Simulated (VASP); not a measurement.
# K (Fmmm) in VASP: a series of runs, part 2 of 2

VASP 6.6.1. Earlier steps stand in the parts before.

## Step 6: Single point, PBEsol (strain +0.0350 x Voigt [0, 0, 0, 0, 0, 1])

INCAR reads:

```
SYSTEM = K
ALGO     = Fast           ! electronic algorithm
EDIFF    = 1E-6           ! SCF threshold, eV
ENCUT    = 520            ! plane-wave cutoff, eV
GGA      = PS             ! functional
ISIF     = 2              ! what is computed and relaxed
ISMEAR   = 0              ! smearing method
LASPH    = .True.         ! aspherical terms in the spheres
LCHARG   = .True.         ! write CHGCAR
LELF     = .True.         ! ELF
LREAL    = .False.        ! projectors in reciprocal space
LVHAR    = .True.       
LWAVE    = .False.        ! write WAVECAR
NBANDS   = 10             ! bands
NELM     = 80             ! most SCF steps
PREC     = Accurate       ! precision mode
SIGMA    = 0.15           ! smearing width, eV
```

KPOINTS reads:

```
k-points
0
Gamma
  14 14 14
  0 0 0
```

POSCAR reads:

```
K
1.0
   -2.5721850000      2.5721850000      2.6180000000
    2.5721850000     -2.5721850000      2.6180000000
    2.6638150000      2.6638150000     -2.6180000000
K
1
Direct
    0.0000000000      0.0000000000      0.0000000000
```

Potentials or basis: VASP PAW PBE potentials, release 64 (K_sv).

Launch:

```bash
$ cat potpaw_PBE.64/K_sv/POTCAR > POTCAR
$ mpirun -np 1 vasp_std > vasp.out
```

OUTCAR:

```text
SYSTEM = K
   EDIFF = 1E-6
   ENCUT = 520
   GGA = PS
   ISIF = 2
   ISMEAR = 0
   LASPH = .True.
   LREAL = .False.
   NELM = 80
   PREC = Accurate

 ion  position               nearest neighbor table
   1  0.000  0.000  0.000-

  LATTYP: Found a face centered orthorhombic cell.
 ALAT       =     5.2360000000
 B/A-ratio  =     1.3894648250
 C/A-ratio  =     1.4389622997

  Lattice vectors:

 A1 = (   5.2360000000,   0.0916300000,   0.0000000000)
 A2 = (   2.6638150000,   2.6638150000,   2.6180000000)
 A3 = (   2.5721850000,  -2.5721850000,   2.6180000000)
[... 485 lines left out ...]
      3     -15.6252      2.00000
      4     -15.6063      2.00000
      5      -0.6395      2.00000
      6       1.9305      0.00000
      7       2.8712      0.00000
      8       4.7045      0.00000
      9       5.1311      0.00000
     10       5.6594      0.00000

 [... further k-points ...]
[... 5 lines left out ...]
  --------------------------------------------------------------------------------------
  -------------------------------------------------------------------------------------
  Total       -0.0224401     -0.0224401     -0.0193583     -0.0438428      0.0000000     -0.0000000
  in kB       -0.5010702     -0.5010702     -0.4322566     -0.9789792      0.0000000     -0.0000000
  external PRESSURE =      -0.4781324 kB  Pullay stress =       0.0000000 kB

 VOLUME and BASIS-vectors are now :
 -----------------------------------------------------------------------------
  energy-cutoff  :      520.00
  volume of cell :       71.75
      direct lattice vectors                 reciprocal lattice vectors
    -2.572185000  2.572185000  2.618000000    -0.003343270  0.191043992  0.190985485
     2.572185000 -2.572185000  2.618000000     0.191043992 -0.003343270  0.190985485
     2.663815000  2.663815000 -2.618000000     0.187700722  0.187700722  0.000000000

 POSITION                                       TOTAL-FORCE (eV/Angst)
 -----------------------------------------------------------------------------------
      0.00000      0.00000      0.00000         0.000000     -0.000000      0.000000
 -----------------------------------------------------------------------------------
    total drift:                               -0.000000      0.000000      0.000000

  FREE ENERGIE OF THE ION-ELECTRON SYSTEM (eV)
  ---------------------------------------------------
  free  energy   TOTEN  =        -1.1369242056 eV

  energy  without entropy=       -1.1283467680  energy(sigma->0) =       -1.13263549
```

stdout:

```text
POSCAR found type information on POSCAR K
 POSCAR found :  1 types and       1 ions
 scaLAPACK will be used
 -----------------------------------------------------------------------------
|                                                                             |
|                                                                             |
|     You enforced a specific xc type in the INCAR file but a different       |
|     I HOPE YOU KNOW WHAT YOU ARE DOING!                                     |
|                                                                             |
 -----------------------------------------------------------------------------

 LDA part: xc-table for (Slater+PW92), standard interpolation
 POSCAR, INCAR and KPOINTS ok, starting setup
 FFT: planning ... GRIDC
 FFT: planning ... GRID_SOFT
 FFT: planning ... GRID
 WAVECAR not read
 entering main loop
WARNING in EDDRMM: call to ZHEGV failed, returncode =   6  3      5
WARNING in EDDRMM: call to ZHEGV failed, returncode =   8  4      8
WARNING in EDDRMM: call to ZHEGV failed, returncode =   8  4      7
WARNING in EDDRMM: call to ZHEGV failed, returncode =   6  3      6
```

It took 4.7 min on 1 thread of Intel Xeon 6975P-C, shared host; peak memory 0.42 GiB.

Results:

```
Free energy : -1.1369 eV
Pressure    : 0.0 GPa
```

Stress tensor (GPa, compression positive):
```
-0.05 -0.10  0.00
-0.10 -0.05  0.00
 0.00  0.00 -0.04
```

Levels at points of the mesh, in eV from the Fermi level:
```tsv
k point	band 1	band 2	band 3	band 4	band 5	band 6	band 7	band 8
(0.00, 0.00, 0.00)	-31.98	-15.49	-15.49	-15.49	-2.19	4.24	4.29	4.40
(0.50, 0.00, 0.00)	-31.97	-15.56	-15.51	-15.49	0.44	0.70	3.17	4.93
(0.50, 0.50, 0.00)	-31.97	-15.57	-15.52	-15.49	0.52	0.79	3.16	4.83
(0.00, 0.00, 0.50)	-31.98	-15.56	-15.51	-15.49	0.37	0.61	3.18	5.03
(0.50, 0.50, 0.50)	-31.97	-15.55	-15.54	-15.53	1.66	1.67	3.53	3.54
```

Caveat: the cell differs from its parent crystal (strain +0.0350 x Voigt [0, 0, 0, 0, 0, 1]); the PAW data sets were made with another functional, which shifts forces and pressure a little.

## Step 7: Single point, PBEsol (strain +0.0250 x Voigt [0, 0, 0, 0, 0, 1])

INCAR reads:

```
  PREC = Accurate
  ENCUT = 520
  EDIFF = 1E-6
  ISMEAR = 0
  SIGMA = 0.15
  LREAL = False
  LASPH = True
  NELM = 100
  ALGO = Fast
  ISIF = 2
  LWAVE = False
  LCHARG = True
  GGA = PS
  LELF = True
  LVHAR = True
  NBANDS = 10
```

KPOINTS reads:

```
Automatic mesh
0
Gamma
  14 14 14
```

POSCAR reads:

```
K
1.0
   -2.5852750000      2.5852750000      2.6180000000
    2.5852750000     -2.5852750000      2.6180000000
    2.6507250000      2.6507250000     -2.6180000000
K
1
Direct
    0.0000000000      0.0000000000      0.0000000000
```

Launch:

```bash
$ cat potpaw_PBE.64/K_sv/POTCAR > POTCAR
$ mpirun -np 1 vasp_std > vasp.out
```

It took 4.8 min on 1 thread of Intel Xeon 6975P-C, shared host; peak memory 0.42 GiB.

The run converged. Its results:

| Property | Result |
| --- | --- |
| Free energy | -1.1373 eV |
| Pressure | 0.0 GPa |

Stress tensor (GPa, compression positive):
```
-0.05 -0.07  0.00
-0.07 -0.05  0.00
 0.00  0.00 -0.05
```

Levels at points of the mesh, in eV from the Fermi level:
| k point | band 2 | band 3 | band 4 | band 5 | band 6 | band 7 |
| --- | --- | --- | --- | --- | --- | --- |
| (0.00, 0.00, 0.00) | -15.49 | -15.49 | -15.49 | -2.19 | 4.26 | 4.31 |
| (0.50, 0.00, 0.00) | -15.56 | -15.51 | -15.49 | 0.44 | 0.70 | 3.17 |
| (0.50, 0.50, 0.00) | -15.57 | -15.51 | -15.49 | 0.50 | 0.77 | 3.17 |
| (0.00, 0.00, 0.50) | -15.56 | -15.51 | -15.49 | 0.39 | 0.63 | 3.18 |
| (0.50, 0.50, 0.50) | -15.55 | -15.54 | -15.54 | 1.66 | 1.67 | 3.53 |

Caveat: the cell differs from its parent crystal (strain +0.0250 x Voigt [0, 0, 0, 0, 0, 1]); the PAW data sets were made with another functional, which shifts forces and pressure a little.

## Step 8: The runs side by side

| cell | further INCAR settings | gap on the mesh (eV) | pressure (GPa) |
| --- | --- | --- | --- |
| a = 4.595, b = 4.595, c = 4.474 Å, angles 109.5, 109.5, 110.5°, 1 atom | ALGO = Fast; EDIFF = 1e-06; NBANDS = 10 | none | 0.0 |
| a = 4.489, b = 4.489, c = 4.580 Å, angles 109.5, 109.5, 108.7°, 1 atom | ALGO = Fast; EDIFF = 1e-07; NBANDS = 10 | none | 0.0 |
| a = 4.565, b = 4.565, c = 4.504 Å, angles 109.5, 109.5, 110.0°, 1 atom | ALGO = Fast; EDIFF = 1e-06; NBANDS = 10 | none | 0.0 |
| a = 4.519, b = 4.519, c = 4.550 Å, angles 109.5, 109.5, 109.2°, 1 atom | ALGO = Fast; EDIFF = 1e-06; NBANDS = 10 | none | -0.1 |
| a = 4.482, b = 4.482, c = 4.588 Å, angles 109.5, 109.5, 108.5°, 1 atom | ALGO = Fast; EDIFF = 1e-06; NBANDS = 10 | none | 0.0 |
| a = 4.497, b = 4.497, c = 4.572 Å, angles 109.5, 109.5, 108.8°, 1 atom | ALGO = Fast; EDIFF = 1e-06; NBANDS = 10 | none | 0.0 |

Alike in all rows: task single point; level PBEsol; potentials or basis VASP PAW PBE potentials, release 64 (K_sv); no spin polarisation; k mesh 14 × 14 × 14; cutoff (eV) 520; smearing gaussian 0.15 eV.

Caveats: the PAW data sets were made with another functional, which shifts forces and pressure a little.

Absolute energies hang on the potentials; compare differences alone.
